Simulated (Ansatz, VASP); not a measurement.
# One calculation of Sn2O3, two programs

The input INCAR:

```
PREC     = Accurate       # precision mode
ENCUT    = 520            # plane-wave cutoff, eV
EDIFF    = 1E-6           # SCF threshold, eV
ISMEAR   = 0              # smearing method
SIGMA    = 0.1            # smearing width, eV
LREAL    = F              # projectors in reciprocal space
LASPH    = T              # aspherical terms in the spheres
NELM     = 60             # most SCF steps
ALGO     = Normal         # electronic algorithm
ISIF     = 2              # what is computed and relaxed
LWAVE    = F              # write WAVECAR
LCHARG   = F              # write CHGCAR
GGA      = PE             # functional
NBANDS   = 57             # bands
```

The input KPOINTS:

```
regular mesh
0
Gamma
  4 4 4
```

The input POSCAR:

```
Sn2O3
1.0
    6.5643233100      0.0000000000      0.0000000000
    0.0000000000      6.5643233100      0.0000000000
    0.0000000000      0.0000000000      4.5685545800
Sn O
4 6
Direct
    0.3348967800      0.0000000000      0.5000000000
    0.6651032200      0.0000000000      0.5000000000
    0.0000000000      0.3348967800      0.5000000000
    0.0000000000      0.6651032200      0.5000000000
    0.8074812800      0.8074812800      0.5000000000
    0.1925187200      0.1925187200      0.5000000000
    0.1925187200      0.8074812800      0.5000000000
    0.8074812800      0.1925187200      0.5000000000
    0.0000000000      0.5000000000      0.0000000000
    0.5000000000      0.0000000000      0.0000000000
```

Input for Ansatz:

```yaml
crystal:
  lattice:
    - [6.56432331, 0.0, 0.0]
    - [0.0, 6.56432331, 0.0]
    - [0.0, 0.0, 4.56855458]
  atoms:
    - { symbol: Sn, position: [0.33489678, 0.0, 0.5] }
    - { symbol: Sn, position: [0.66510322, 0.0, 0.5] }
    - { symbol: Sn, position: [0.0, 0.33489678, 0.5] }
    - { symbol: Sn, position: [0.0, 0.66510322, 0.5] }
    - { symbol: O, position: [0.80748128, 0.80748128, 0.5] }
    - { symbol: O, position: [0.19251872, 0.19251872, 0.5] }
    - { symbol: O, position: [0.19251872, 0.80748128, 0.5] }
    - { symbol: O, position: [0.80748128, 0.19251872, 0.5] }
    - { symbol: O, position: [0.0, 0.5, 0.0] }
    - { symbol: O, position: [0.5, 0.0, 0.0] }
basis:
  ecutwfc: 420
kpoints:
  mp_grid: { grid: [4, 4, 4] }
hamiltonian:
  xc: pbe
scf:
  occupations: { method: gaussian, width: 0.1 }
  lower_state_search: "off"
output:
  forces: true
  stress: true
  eigenvalues: true
```

Alike in both runs: task single point; functional PBE; k mesh 4 × 4 × 4; occupations gaussian, width 0.1 eV; no spin polarisation.

|  | VASP | Ansatz |
| --- | --- | --- |
| version | VASP 6.6.1 | Ansatz 0.2.0 |
| potentials or method | VASP PAW PBE potentials, release 64 (Sn_d, O), cutoff 520 eV | scalar-relativistic, plane waves, PAW |
| valence electrons in the cell | 92 | 92 |

Ansatz gave:

* gap on the k mesh at the Fermi level (eV): 1.19
* least direct gap on the mesh (eV): 1.33
* rms of the force components (eV/Å): 7.058

**Question.** Estimate VASP's values.

**Answer.** gap on the k mesh at the Fermi level (eV): 1.19; least direct gap on the mesh (eV): 1.34; rms of the force components (eV/Å): 5.996.

Atom by atom the forces differ by 1.064 eV/Å (rms over components).
